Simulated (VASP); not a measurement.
# Bi (P6_3/mmc) in VASP: a series of runs

The runs below take Bi through single point, with r2SCAN.

Program: VASP 6.6.1. These are calculated values, not measurements. Logs are shortened: lines on timing, memory, paths and dates and some standing lists are left out, and cuts for length are marked.

## Step 1: The cell of the first run

The structure is hexagonal, space group P6_3/mmc (No. 194). Conventional cell: a = 4.539 Å, b = 4.539 Å, c = 12.184 Å, α = 90.00°, β = 90.00°, γ = 120.00°.

This isn't the form of Bi at room conditions, which is rhombohedral.

## Step 2: Single point, r2SCAN (strain +0.000 along x and y, +0.030 along z)

Contents of POSCAR:

```
Bi
1.0
    4.5390002997      0.0000000000      0.0000000000
   -2.2695001499      3.9308895673      0.0000000000
    0.0000000000      0.0000000000     12.1838700000
Bi
2
Direct
    0.3333333333      0.6666666667      0.2500000000
    0.6666666667      0.3333333333      0.7500000000
```

Contents of INCAR.step1:

```
PREC     = Accurate       # precision mode
ENCUT    = 520            # plane-wave cutoff, eV
ISMEAR   = 0              # smearing method
SIGMA    = 0.15           # smearing width, eV
LREAL    = False          # projectors in reciprocal space
LASPH    = True           # aspherical terms in the spheres
NELM     = 60             # most SCF steps
NBANDS   = 22             # bands
GGA      = PE             # functional
ALGO     = Normal         # electronic algorithm
EDIFF    = 1E-4           # SCF threshold, eV
LWAVE    = True           # write WAVECAR
LCHARG   = False          # write CHGCAR
```

Contents of INCAR.step2:

```
PREC     = Accurate       # precision mode
ENCUT    = 520            # plane-wave cutoff, eV
EDIFF    = 1E-7           # SCF threshold, eV
ISMEAR   = 0              # smearing method
SIGMA    = 0.15           # smearing width, eV
LREAL    = False          # projectors in reciprocal space
LASPH    = True           # aspherical terms in the spheres
NELM     = 60             # most SCF steps
ALGO     = Normal         # electronic algorithm
ISIF     = 2              # what is computed and relaxed
LWAVE    = False          # write WAVECAR
LCHARG   = True           # write CHGCAR
METAGGA  = R2SCAN         # meta-GGA
LMIXTAU  = True         
LELF     = True           # ELF
LVHAR    = True         
NBANDS   = 22             # bands
ISTART   = 1
```

Contents of KPOINTS:

```
Automatic mesh
0
Gamma
  12 12 4
```

Potentials or basis: VASP PAW PBE potentials, release 64 (Bi_d).

Launch:

```sh
$ cat potpaw_PBE.64/Bi_d/POTCAR > POTCAR
$ cp INCAR.step1 INCAR
$ mpirun -np 1 vasp_std > vasp.out
$ cp INCAR.step2 INCAR
$ mpirun -np 1 vasp_std > vasp.out
```

OUTCAR:

```text
PREC = Accurate
   ENCUT = 520
   EDIFF = 1E-7
   ISMEAR = 0
   LREAL = False
   LASPH = True
   NELM = 60
   ISIF = 2
   METAGGA = R2SCAN
   ISTART = 1

 ion  position               nearest neighbor table
   1  0.333  0.667  0.250-
   2  0.667  0.333  0.750-

  LATTYP: Found a hexagonal cell.
 ALAT       =     4.5390002997
 C/A-ratio  =     2.6842628763

  Lattice vectors:

 A1 = (   4.5390002997,   0.0000000000,   0.0000000000)
 A2 = (  -2.2695001499,   3.9308895673,   0.0000000000)
 A3 = (   0.0000000000,   0.0000000000,  12.1838700000)

Analysis of symmetry for initial positions (statically):
=====================================================================
 Subroutine PRICEL returns:
 Original cell was already a primitive cell.

 Routine SETGRP: Setting up the symmetry group for a
 hexagonal supercell.

 Subroutine GETGRP returns: Found 24 space group operations
 (whereof 12 operations were pure point group operations)
 out of a pool of 24 trial point group operations.

The static configuration has the point symmetry D_3d.
 The point group associated with its full space group is D_6h.

Analysis of symmetry for dynamics (positions and initial velocities):
=====================================================================
 Subroutine PRICEL returns:
 Original cell was already a primitive cell.

 Routine SETGRP: Setting up the symmetry group for a
 hexagonal supercell.

 Subroutine GETGRP returns: Found 24 space group operations
 (whereof 12 operations were pure point group operations)
 out of a pool of 24 trial point group operations.

The dynamic configuration has the point symmetry D_3d.
 The point group associated with its full space group is D_6h.

 Subroutine INISYM returns: Found 24 space group operations
 (whereof 12 operations are pure point group operations),
 and found     1 'primitive' translations

----------------------------------------------------------------------------------------

                                     Primitive cell

  volume of cell :     217.3884

  direct lattice vectors                    reciprocal lattice vectors
     4.539000300  0.000000000  0.000000000     0.220312830  0.127197672  0.000000000
    -2.269500150  3.930889567  0.000000000     0.000000000  0.254395343  0.000000000
     0.000000000  0.000000000 12.183870000     0.000000000  0.000000000  0.082075728

  length of vectors
     4.539000300  4.539000300 12.183870000     0.254395343  0.254395343  0.082075728

  position of ions in fractional coordinates (direct lattice)
     0.333333333  0.666666667  0.250000000
     0.666666667  0.333333333  0.750000000

  ion indices of the primitive-cell ions
   primitive index   ion index
                 1           1
                 2           2

----------------------------------------------------------------------------------------

 KPOINTS: Automatic mesh

Automatic generation of k-mesh.
 Grid dimensions read from file:
 generate k-points for:   12   12    4

 Generating k-lattice:

  Cartesian coordinates                     Fractional coordinates (reciprocal lattice)
     0.018359402  0.010599806  0.000000000     0.083333333 -0.000000000  0.000000000
     0.000000000  0.021199612  0.000000000     0.000000000  0.083333333  0.000000000
     0.000000000  0.000000000  0.020518932     0.000000000  0.000000000  0.250000000

  Length of vectors
     0.021199612  0.021199612  0.020518932

  Shift w.r.t. Gamma in fractional coordinates (k-lattice)
     0.000000000  0.000000000  0.000000000

 Subroutine IBZKPT returns following result:
 ===========================================

 Found     57 irreducible k-points:

 Following reciprocal coordinates:
            Coordinates               Weight
  0.000000  0.000000  0.000000      1.000000
  0.083333 -0.000000  0.000000      6.000000
  0.166667  0.000000  0.000000      6.000000
  0.250000  0.000000  0.000000      6.000000
  0.333333  0.000000  0.000000      6.000000
  0.416667  0.000000  0.000000      6.000000
[... 16 lines left out ...]
  0.250000  0.000000  0.250000     12.000000
  0.333333  0.000000  0.250000     12.000000
 [... further k-points ...]
   k-points           NKPTS =     57   k-points in BZ     NKDIM =     57   number of bands    NBANDS=     22
   number of dos      NEDOS =    301   number of ions     NIONS =      2
   total plane-waves  NPLWV = 124416
   dimension x,y,z NGX =    36 NGY =   36 NGZ =   96
   dimension x,y,z NGXF=    72 NGYF=   72 NGZF=  192
   ions per type =               2
   NGX,Y,Z   is equivalent  to a cutoff of  13.19, 13.19, 13.10 a.u.
   NGXF,Y,Z  is equivalent  to a cutoff of  26.37, 26.37, 26.20 a.u.
 SYSTEM =  unknown system
   PREC   = accura    normal or accurate (medium, high low for compatibility)
   ISTART =      1    job   : 0-new  1-cont  2-samecut
   ICHARG =      0    charge: 1-file 2-atom 10-const
   ISPIN  =      1    spin polarized calculation?
   LNONCOLLINEAR =      F non collinear calculations
   LSORBIT =      F    spin-orbit coupling
   LASPH  =      T    aspherical Exc in radial PAW
   ENCUT  =  520.0 eV  38.22 Ry    6.18 a.u.   8.44  8.44 22.65*2*pi/ulx,y,z
   NELM   =     60;   NELMIN=  2; NELMDL=  0     # of ELM steps
   EDIFF  = 0.1E-06   stopping-criterion for ELM
   LREAL  =      F    real-space projection
   EDIFFG = 0.1E-05   stopping-criterion for IOM
   NSW    =      0    number of steps for IOM
   IBRION =     -1    ionic relax: 0-MD 1-quasi-New 2-CG
   NFREE  =      0    steps in history (QN), initial steepest desc. (CG)
   ISIF   =      2    stress and relaxation
   ISYM   =      2    0-nonsym 1-usesym 2-fastsym
   POTIM  = 0.5000    time-step for ionic-motion
   TEBEG  =    0.0;   TEEND  =   0.0 temperature during run
   PSTRESS=    0.0 pullay stress
   NELECT =      30.0000    total number of electrons
   NUPDOWN=      -1.0000    fix difference up-down
   EMIN   =  10.00;   EMAX   =-10.00  energy-range for DOS
   EFERMI =   0.00;   METHOD = LEGACY
   ISMEAR =     0;   SIGMA  =   0.15  broadening in eV -4-tet -1-fermi 0-gaus
   EFERMI_NEDOS =   21; number of points for ismear=-14 and -15
   IALGO  =     38    algorithm
   IMIX   =      4    mixing-type and parameters
     AMIX     =   0.40;   BMIX     =  1.00
     AMIX_MAG =   1.60;   BMIX_MAG =  1.00
  volume/ion in A,a.u.               =     108.69       733.50
  Fermi-wavevector in a.u.,A,eV,Ry     =   0.845999  1.598706  9.737883  0.715714
  Thomas-Fermi vector in A             =   1.961276
   LORBIT       =      0    0 simple, 1 ext, 2 COOP (PROOUT), +10 PAW based schemes
   METAGGA = R2SCAN    functional components
   LHFCALC =     F    Hartree Fock is set to
   AEXX    =    0.0000 exact exchange contribution
   IVDW    =     0    specifies the selected vdW correction
   LEPSILON=     F    determine dielectric tensor
   LRPA    =     F    only Hartree local field effects (RPA)
 non-spin polarized calculation
 Gauss-broadening in eV      SIGMA  =   0.15
  energy-cutoff  :      520.00
  volume of cell :      217.39
 maximum number of plane-waves:      5974
 NGX is ok and might be reduce to    36
   NGX = 17   NGY = 17   NGZ = 45

 number of electron      30.0000003 magnetization

 Free energy of the ion-electron system (eV)
  ---------------------------------------------------
  ext. energy  EPLUGINS =         0.00000000
  ---------------------------------------------------
  free energy    TOTEN  =      -111.87066544 eV

  energy without entropy =     -111.77793439  energy(sigma->0) =     -111.82429992

 E-fermi :  -1.3262     XC(G=0):  -5.5216

 val. band max:       -1.3413798715   @ k =   0.2500   0.0833   0.0000
 cond. band min:      -1.3257403015   @ k =   0.4167   0.0000   0.2500
 fundamental gap:      0.0156395700
 Fermi energy:        -1.3262452304

 k-point     1 :       0.0000    0.0000    0.0000
  band No.  band energies     occupation
      1     -24.8266      2.00000
      2     -24.8266      2.00000
      3     -24.8265      2.00000
      4     -24.8265      2.00000
      5     -24.7934      2.00000
      6     -24.7934      2.00000
[... 14 lines left out ...]
     21       4.6665      0.00000
     22       4.7773      0.00000

 k-point     2 :       0.0833   -0.0000    0.0000
  band No.  band energies     occupation
      1     -24.8266      2.00000
      2     -24.8265      2.00000
      3     -24.8260      2.00000
      4     -24.8260      2.00000
      5     -24.7936      2.00000
      6     -24.7936      2.00000
[... 14 lines left out ...]
     21       4.6560      0.00000
     22       5.0564      0.00000

 k-point     3 :       0.1667    0.0000    0.0000
  band No.  band energies     occupation
      1     -24.8265      2.00000
      2     -24.8265      2.00000
      3     -24.8244      2.00000
      4     -24.8244      2.00000
      5     -24.7941      2.00000
      6     -24.7941      2.00000
[... 14 lines left out ...]
     21       4.7513      0.00000
     22       5.5399      0.00000

 k-point     4 :       0.2500    0.0000    0.0000
  band No.  band energies     occupation
      1     -24.8265      2.00000
      2     -24.8265      2.00000
      3     -24.8223      2.00000
      4     -24.8223      2.00000
      5     -24.7948      2.00000
      6     -24.7948      2.00000
[... 14 lines left out ...]
     21       4.9066      0.00000
     22       5.3954      0.00000

 k-point     5 :       0.3333    0.0000    0.0000
  band No.  band energies     occupation
      1     -24.8266      2.00000
      2     -24.8266      2.00000
      3     -24.8202      2.00000
      4     -24.8202      2.00000
      5     -24.7955      2.00000
      6     -24.7955      2.00000
[... 417 lines left out ...]
 k-point    22 :       0.1667    0.0000    0.2500
  band No.  band energies     occupation
      1     -24.8265      2.00000
      2     -24.8265      2.00000
      3     -24.8244      2.00000
      4     -24.8244      2.00000
      5     -24.7941      2.00000
      6     -24.7941      2.00000
[... 14 lines left out ...]
     21       5.1300      0.00000
     22       5.4967      0.00000

 k-point    23 :       0.2500    0.0000    0.2500
  band No.  band energies     occupation
      1     -24.8265      2.00000
      2     -24.8265      2.00000
      3     -24.8223      2.00000
      4     -24.8223      2.00000
      5     -24.7948      2.00000
      6     -24.7948      2.00000
[... 14 lines left out ...]
     21       5.0567      0.00000
     22       5.3477      0.00000

 k-point    24 :       0.3333    0.0000    0.2500
  band No.  band energies     occupation
      1     -24.8266      2.00000
      2     -24.8266      2.00000
      3     -24.8202      2.00000
      4     -24.8202      2.00000
      5     -24.7955      2.00000
      6     -24.7955      2.00000
[... 14 lines left out ...]
     21       4.7152      0.00000
     22       4.9958      0.00000

 [... further k-points ...]
[... 5 lines left out ...]
  --------------------------------------------------------------------------------------
  -------------------------------------------------------------------------------------
  Total       -6.6037699     -6.6037699     -0.4834131      0.0000000     -0.0000000      0.0000000
  in kB      -48.6705444    -48.6705444     -3.5628104      0.0000000     -0.0000000      0.0000000
  external PRESSURE =     -33.6346331 kB  Pullay stress =       0.0000000 kB

 VOLUME and BASIS-vectors are now :
 -----------------------------------------------------------------------------
  energy-cutoff  :      520.00
  volume of cell :      217.39
      direct lattice vectors                 reciprocal lattice vectors
     4.539000300  0.000000000  0.000000000     0.220312830  0.127197672  0.000000000
    -2.269500150  3.930889567  0.000000000     0.000000000  0.254395343  0.000000000
     0.000000000  0.000000000 12.183870000     0.000000000  0.000000000  0.082075728

 POSITION                                       TOTAL-FORCE (eV/Angst)
 -----------------------------------------------------------------------------------
     -0.00000      2.62059      3.04597        -0.000000      0.000000      0.000000
      2.26950      1.31030      9.13790         0.000000     -0.000000     -0.000000
 -----------------------------------------------------------------------------------
    total drift:                               -0.000000      0.000000      0.000000

  FREE ENERGIE OF THE ION-ELECTRON SYSTEM (eV)
  ---------------------------------------------------
  free  energy   TOTEN  =      -111.8706654440 eV

  energy  without entropy=     -111.7779343876  energy(sigma->0) =     -111.82429992
```

It took 9 min on 1 thread of Intel Xeon 6975P-C (Granite Rapids), shared host; peak memory 0.49 GiB.

What came out:

- Free energy: -111.8707 eV
- Pressure: -3.4 GPa
- Band gap on the k mesh: zero (bands 15 and 16 overlap by 2.27 eV)

Caveat: the cell differs from its parent crystal (strain +0.000 along x and y, +0.030 along z); the cell stands under tension; the PAW data sets were made with another functional, which shifts forces and pressure a little; spin-orbit coupling is left out, which moves the levels of the heavy elements.

## Step 3: Single point, r2SCAN (strain +0.015 along x and y, +0.000 along z)

Contents of POSCAR:

```
Bi
1.0
    4.6070853042      0.0000000000      0.0000000000
   -2.3035426521      3.9898529108      0.0000000000
    0.0000000000      0.0000000000     11.8290000000
Bi
2
Direct
    0.3333333333      0.6666666667      0.2500000000
    0.6666666667      0.3333333333      0.7500000000
```

Contents of INCAR.step1:

```
SYSTEM = Bi
ALGO = Normal ; EDIFF = 1E-4
ENCUT = 520 ; GGA = PE
ISMEAR = 0 ; LASPH = .TRUE.
LCHARG = .FALSE. ; LREAL = .FALSE.
LWAVE = .TRUE. ; NBANDS = 22
NELM = 60 ; PREC = Accurate
SIGMA = 0.15
```

Contents of INCAR.step2:

```
SYSTEM = Bi
ALGO = Normal ; EDIFF = 1E-7
ENCUT = 520 ; ISIF = 2
ISMEAR = 0 ; ISTART = 1
LASPH = .TRUE. ; LCHARG = .FALSE.
LMIXTAU = .TRUE. ; LREAL = .FALSE.
LWAVE = .FALSE. ; METAGGA = R2SCAN
NBANDS = 22 ; NELM = 60
PREC = Accurate ; SIGMA = 0.15
```

Contents of KPOINTS:

```
k-points
0
G
  12 12 4
  0 0 0
```

Potentials or basis: VASP PAW PBE potentials, release 64 (Bi_d).

Launch:

```sh
$ cat potpaw_PBE.64/Bi_d/POTCAR > POTCAR
$ cp INCAR.step1 INCAR
$ mpirun -np 1 vasp_std > vasp.out
$ cp INCAR.step2 INCAR
$ mpirun -np 1 vasp_std > vasp.out
```

It took 7.8 min on 1 thread of Intel Xeon 6975P-C (Granite Rapids), shared host; peak memory 0.5 GiB.

It converged, with:

```
Free energy            : -111.6936 eV
Pressure               : -3.3 GPa
Band gap on the k mesh : zero (bands 15 and 16 overlap by 2.09 eV)
```

Stress tensor (GPa, compression positive):
```
-4.71  0.00  0.00
 0.00 -4.71  0.00
 0.00  0.00 -0.47
```

Levels at points of the mesh, in eV from the Fermi level:
| k point | band 11 | band 12 | band 13 | band 14 | band 15 | band 16 | band 17 | band 18 | band 19 | band 20 |
| --- | --- | --- | --- | --- | --- | --- | --- | --- | --- | --- |
| (0.00, 0.00, 0.00) | -10.67 | -10.66 | -0.83 | -0.32 | 1.36 | 1.36 | 1.37 | 1.37 | 3.33 | 4.98 |
| (0.50, 0.00, 0.00) | -10.34 | -10.34 | -1.38 | -1.35 | 0.04 | 0.19 | 0.68 | 0.71 | 5.09 | 5.32 |
| (0.00, 0.00, 0.50) | -10.67 | -10.67 | -0.60 | -0.60 | 1.37 | 1.37 | 1.37 | 1.37 | 4.10 | 4.10 |
| (0.50, 0.00, 0.50) | -10.34 | -10.34 | -1.37 | -1.37 | 0.12 | 0.12 | 0.69 | 0.69 | 5.01 | 5.01 |

Caveat: the cell differs from its parent crystal (strain +0.015 along x and y, +0.000 along z); the cell stands under tension; the PAW data sets were made with another functional, which shifts forces and pressure a little; spin-orbit coupling is left out, which moves the levels of the heavy elements.

(Continued in part 2 of 2.)

The gap in the log of VASP goes by the Fermi energy; the results here count the filled bands.